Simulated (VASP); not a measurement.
# TiAl3 (Amm2) in VASP: single point with LDA

Aim: the single point of TiAl3 with LDA.

Everything below comes from runs of VASP 6.6.1. Logs are shortened: lines on timing, memory, paths and dates and some standing lists are left out, and cuts for length are marked.

## Step 1: The cell of the first run

It takes space group Amm2 (No. 38, orthorhombic). Conventional cell: a = 3.911 Å, b = 7.821 Å, c = 7.821 Å, α = 90.00°, β = 90.00°, γ = 90.00°. Within 3.6 Å of Ti (site symmetry m) lie 12 Al at 2.73 to 2.81 Å. Within 3.4 Å of Al (site symmetry mm2) lie 8 Al at 2.56 to 2.97 Å and 4 Ti at 2.81 Å. Within 3.4 Å of Al (site symmetry mm2) lie 8 Al at 2.56 to 2.97 Å and 4 Ti at 2.73 Å. Within 3.4 Å of Al (site symmetry m) lie 8 Al at 2.56 to 2.97 Å and 4 Ti at 2.77 Å. Al (site symmetry mm2) has 8 Al at 2.64 to 2.69 Å and 4 Ti at 2.75 to 2.78 Å within 3.5 Å. Al (site symmetry mm2) has 4 Ti at 2.75 to 2.78 Å and 8 Al at 2.84 to 2.89 Å within 3.6 Å.

## Step 2: Single point, LDA (atoms displaced along several vibrational modes)

Input file INCAR:

```
PREC     = Accurate       # precision mode
ENCUT    = 520            # plane-wave cutoff, eV
EDIFF    = 1E-6           # SCF threshold, eV
ISMEAR   = 0              # smearing method
SIGMA    = 0.15           # smearing width, eV
LREAL    = False          # projectors in reciprocal space
LASPH    = True           # aspherical terms in the spheres
NELM     = 80             # most SCF steps
ALGO     = Fast           # electronic algorithm
ISIF     = 2              # what is computed and relaxed
LWAVE    = False          # write WAVECAR
LCHARG   = True           # write CHGCAR
GGA      = CA             # functional
LELF     = True           # ELF
LVHAR    = True         
NBANDS   = 31             # bands
```

Input file KPOINTS:

```
regular mesh
0
Gamma
  10 8 8
```

Input file POSCAR:

```
TiAl3
1.0
   -3.9105245017      0.0000000000      0.0000000000
    0.0000000000      3.9105245017      3.9105245017
    0.0000000000      3.9105245017     -3.9105245017
Ti Al
2 6
Direct
    0.0000000000      0.4933001315      0.4933001315
    0.0000000000      0.0066998685      0.0066998685
    0.5000000000      0.7315881476      0.7684118524
    0.5000000000      0.2684118524      0.2315881476
    0.5000000000      0.7315881476      0.2315881476
    0.5000000000      0.2684118524      0.7684118524
    0.0000000000      0.5045113525     -0.0045113525
    0.0000000000     -0.0045113525      0.5045113525
```

Potentials or basis: VASP PAW LDA potentials, release 64 (Ti_sv, Al).

Command:

```
$ cat potpaw_LDA.64/Ti_sv/POTCAR potpaw_LDA.64/Al/POTCAR > POTCAR
$ mpirun -np 1 vasp_std > vasp.out
```

OUTCAR:

```text
PREC = Accurate
   ENCUT = 520
   EDIFF = 1E-6
   ISMEAR = 0
   LREAL = False
   LASPH = True
   NELM = 80
   ISIF = 2
   GGA = CA

 ion  position               nearest neighbor table
   1  0.000  0.493  0.493-   4 2.73   4 2.73   8 2.75   7 2.75   5 2.77   5 2.77   6 2.77   6 2.77
                             8 2.78   7 2.78   3 2.81   3 2.81
   2  0.000  0.007  0.007-   4 2.73   4 2.73   8 2.75   7 2.75   6 2.77   6 2.77   5 2.77   5 2.77
                             7 2.78   8 2.78   3 2.81   3 2.81
   3  0.500  0.732  0.768-   5 2.56   6 2.56   7 2.64   7 2.64   1 2.81   1 2.81   2 2.81   2 2.81
                             8 2.84   8 2.84   6 2.97   5 2.97
   4  0.500  0.268  0.232-   5 2.56   6 2.56   7 2.69   7 2.69   1 2.73   1 2.73   2 2.73   2 2.73
                             8 2.89   8 2.89   6 2.97   5 2.97
   5  0.500  0.732  0.232-   3 2.56   4 2.56   7 2.67   7 2.67   1 2.77   1 2.77   2 2.77   2 2.77
                             8 2.87   8 2.87   4 2.97   3 2.97
   6  0.500  0.268  0.768-   3 2.56   4 2.56   7 2.67   7 2.67   2 2.77   2 2.77   1 2.77   1 2.77
                             8 2.87   8 2.87   4 2.97   3 2.97
   7  0.000  0.505  0.995-   3 2.64   3 2.64   6 2.67   5 2.67   5 2.67   6 2.67   4 2.69   4 2.69
                             1 2.75   2 2.75   2 2.78   1 2.78
   8  0.000  0.995  0.505-   1 2.75   2 2.75   2 2.78   1 2.78   3 2.84   3 2.84   5 2.87   6 2.87
                             5 2.87   6 2.87   4 2.89   4 2.89

  LATTYP: Found a simple tetragonal cell.
 ALAT       =     5.5303167863
 C/A-ratio  =     0.7071067812

  Lattice vectors:

 A1 = (   0.0000000000,   3.9105245017,   3.9105245017)
 A2 = (   0.0000000000,   3.9105245017,  -3.9105245017)
 A3 = (  -3.9105245017,   0.0000000000,   0.0000000000)

Analysis of symmetry for initial positions (statically):
=====================================================================
 Subroutine PRICEL returns:
 Original cell was already a primitive cell.

 Routine SETGRP: Setting up the symmetry group for a
 simple tetragonal supercell.

 Subroutine GETGRP returns: Found  4 space group operations
 (whereof  2 operations were pure point group operations)
 out of a pool of 16 trial point group operations.

The static configuration has the point symmetry C_1h.
 The point group associated with its full space group is C_2v.

Analysis of symmetry for dynamics (positions and initial velocities):
=====================================================================
 Subroutine PRICEL returns:
 Original cell was already a primitive cell.
[... 116 lines left out ...]
   LNONCOLLINEAR =      F non collinear calculations
   LSORBIT =      F    spin-orbit coupling
   LASPH  =      T    aspherical Exc in radial PAW
   ENCUT  =  520.0 eV  38.22 Ry    6.18 a.u.   7.27 10.28 10.28*2*pi/ulx,y,z
   NELM   =     80;   NELMIN=  2; NELMDL= -5     # of ELM steps
   EDIFF  = 0.1E-05   stopping-criterion for ELM
   LREAL  =      F    real-space projection
[... 7 lines left out ...]
   TEBEG  =    0.0;   TEEND  =   0.0 temperature during run
   PSTRESS=    0.0 pullay stress
   NELECT =      42.0000    total number of electrons
   NUPDOWN=      -1.0000    fix difference up-down
   EMIN   =  10.00;   EMAX   =-10.00  energy-range for DOS
   EFERMI =   0.00;   METHOD = LEGACY
   ISMEAR =     0;   SIGMA  =   0.15  broadening in eV -4-tet -1-fermi 0-gaus
   EFERMI_NEDOS =   21; number of points for ismear=-14 and -15
   IALGO  =     68    algorithm
   IMIX   =      4    mixing-type and parameters
     AMIX     =   0.40;   BMIX     =  1.00
     AMIX_MAG =   1.60;   BMIX_MAG =  1.00
  volume/ion in A,a.u.               =      14.95       100.89
  Fermi-wavevector in a.u.,A,eV,Ry     =   1.154994  2.182621 18.150311  1.334010
  Thomas-Fermi vector in A             =   2.291626
   LORBIT       =      0    0 simple, 1 ext, 2 COOP (PROOUT), +10 PAW based schemes
   GGA     = CA    functional components
   LHFCALC =     F    Hartree Fock is set to
   AEXX    =    0.0000 exact exchange contribution
   IVDW    =     0    specifies the selected vdW correction
   LEPSILON=     F    determine dielectric tensor
   LRPA    =     F    only Hartree local field effects (RPA)
 non-spin polarized calculation
 RMM-DIIS sequential band-by-band and
 Gauss-broadening in eV      SIGMA  =   0.15
  energy-cutoff  :      520.00
  volume of cell :      119.60
 maximum number of plane-waves:      3262
 NGX is ok and might be reduce to    30
   NGX = 15   NGY = 21   NGZ = 21

 number of electron      42.0000011 magnetization

 Free energy of the ion-electron system (eV)
  ---------------------------------------------------
  ext. energy  EPLUGINS =         0.00000000
  ---------------------------------------------------
  free energy    TOTEN  =       -45.01400349 eV

  energy without entropy =      -44.96657690  energy(sigma->0) =      -44.99029019

 E-fermi :   9.2167     XC(G=0): -11.1555

 val. band max:        9.2143981063   @ k =   0.0000   0.3750   0.2500
 cond. band min:       9.2203150419   @ k =   0.2000   0.2500   0.1250
 fundamental gap:      0.0059169355
 Fermi energy:         9.2166532508

 k-point     1 :       0.0000    0.0000    0.0000
  band No.  band energies     occupation
      1     -46.9356      2.00000
      2     -46.9334      2.00000
      3     -23.6550      2.00000
      4     -23.6532      2.00000
      5     -23.6415      2.00000
      6     -23.6379      2.00000
[... 805 lines left out ...]
     30      12.0717      0.00000
     31      12.4738      0.00000

 [... further k-points ...]
[... 5 lines left out ...]
  --------------------------------------------------------------------------------------
  -------------------------------------------------------------------------------------
  Total        0.7064264      1.8084812      1.6215767      0.0000000      0.0000000      0.0000000
  in kB        9.4632973     24.2264375     21.7226627      0.0000000      0.0000000      0.0000000
  external PRESSURE =      18.4707992 kB  Pullay stress =       0.0000000 kB

 VOLUME and BASIS-vectors are now :
 -----------------------------------------------------------------------------
  energy-cutoff  :      520.00
  volume of cell :      119.60
      direct lattice vectors                 reciprocal lattice vectors
    -3.910524502  0.000000000  0.000000000    -0.255720172  0.000000000  0.000000000
     0.000000000  3.910524502  3.910524502     0.000000000  0.127860086  0.127860086
     0.000000000  3.910524502 -3.910524502     0.000000000  0.127860086 -0.127860086

 POSITION                                       TOTAL-FORCE (eV/Angst)
 -----------------------------------------------------------------------------------
      0.00000      3.85812      0.00000         0.000000      0.299735     -0.030415
      0.00000      0.05240      0.00000         0.000000     -0.299735     -0.030415
     -1.95526      5.86579     -0.14400         0.000000     -0.000000      1.438598
     -1.95526      1.95526      0.14400         0.000000     -0.000000     -1.358236
     -1.95526      3.76652      1.95526         0.000000      1.396974      0.014517
     -1.95526      4.05452     -1.95526         0.000000     -1.396974      0.014517
      0.00000      5.86579     -1.91998         0.000000     -0.000000     -0.136024
      0.00000      5.86579      1.91998         0.000000     -0.000000      0.087458
 -----------------------------------------------------------------------------------
    total drift:                               -0.000000     -0.000000      0.000032

  FREE ENERGIE OF THE ION-ELECTRON SYSTEM (eV)
  ---------------------------------------------------
  free  energy   TOTEN  =       -45.0140034901 eV

  energy  without entropy=      -44.9665768980  energy(sigma->0) =      -44.99029019
```

It took 30 min on 1 thread of Intel Xeon 8259CL, shared host; peak memory 0.46 GiB.

What came out:

```
Free energy            : -45.0140 eV
Pressure               : 1.8 GPa
Largest force          : 1.439 eV/Å
Band gap on the k mesh : zero (bands 21 and 22 overlap by 0.69 eV)
```

Forces on the atoms (eV/Å):
```
Ti   0.000  0.300 -0.030
Ti   0.000 -0.300 -0.030
Al   0.000  0.000  1.439
Al   0.000  0.000 -1.358
Al   0.000  1.397  0.015
Al   0.000 -1.397  0.015
Al   0.000  0.000 -0.136
Al   0.000  0.000  0.087
```

Caveat: the cell differs from its parent crystal (atoms displaced along several vibrational modes); forces of over 1 eV/Å act on the atoms, so gaps and moduli don't describe the material at rest.
